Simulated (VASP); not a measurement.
Wanted: the native input for a VASP 6.6.1 run.

```yaml
Task: single point
Functional: PBE
Potentials_or_basis: VASP PAW PBE potentials, release 64 (Bi_d)
Cutoff: 520 eV
k_mesh: 4 × 4 × 6
Occupations: gaussian, width 0.1 eV
Spin: no spin polarisation
Dipole_correction: no
Further_INCAR_settings: ALGO = Normal; EDIFF = 1e-06; NBANDS = 22
```

The structure of Bi lies in POSCAR:

```
Bi
1.0
    3.4885980000     -3.1325780000      0.0000000000
    3.4885980000      3.1325780000      0.0000000000
   -1.2602350000      0.0000000000      3.1135500000
Bi
2
Direct
    0.2469390000      0.2469390000      0.1426180000
    0.7530610000      0.7530610000      0.8573820000
```

The input as run:

INCAR

```
SYSTEM = Bi
PREC = Accurate
ENCUT = 520
EDIFF = 1E-6
ISMEAR = 0
SIGMA = 0.1
LREAL = .False.
LASPH = .True.
NELM = 80
ALGO = Normal
ISIF = 2
LWAVE = .False.
LCHARG = .True.
GGA = PE
LELF = .True.
LVHAR = .True.
NBANDS = 22
```

KPOINTS

```
Automatic mesh
0
Gamma
  4 4 6
  0 0 0
```

Potentials or basis: VASP PAW PBE potentials, release 64 (Bi_d).

Run with:

```bash
$ cat potpaw_PBE.64/Bi_d/POTCAR > POTCAR
$ mpirun -np 1 vasp_std > vasp.out
```

Results of the run:

```yaml
Pressure: -0.1 GPa
Largest_force: 0.110 eV/Å
Band_gap_on_the_k_mesh: zero (band 15 reaches 9.90 eV, above the bottom of band 16 at 5.15 eV)
```

Caveat: spin-orbit coupling is left out, which moves the levels of the heavy elements.

Run time: 55 s on 1 thread of Intel Xeon 6975P-C, on a shared host, peak memory 0.2 GiB.
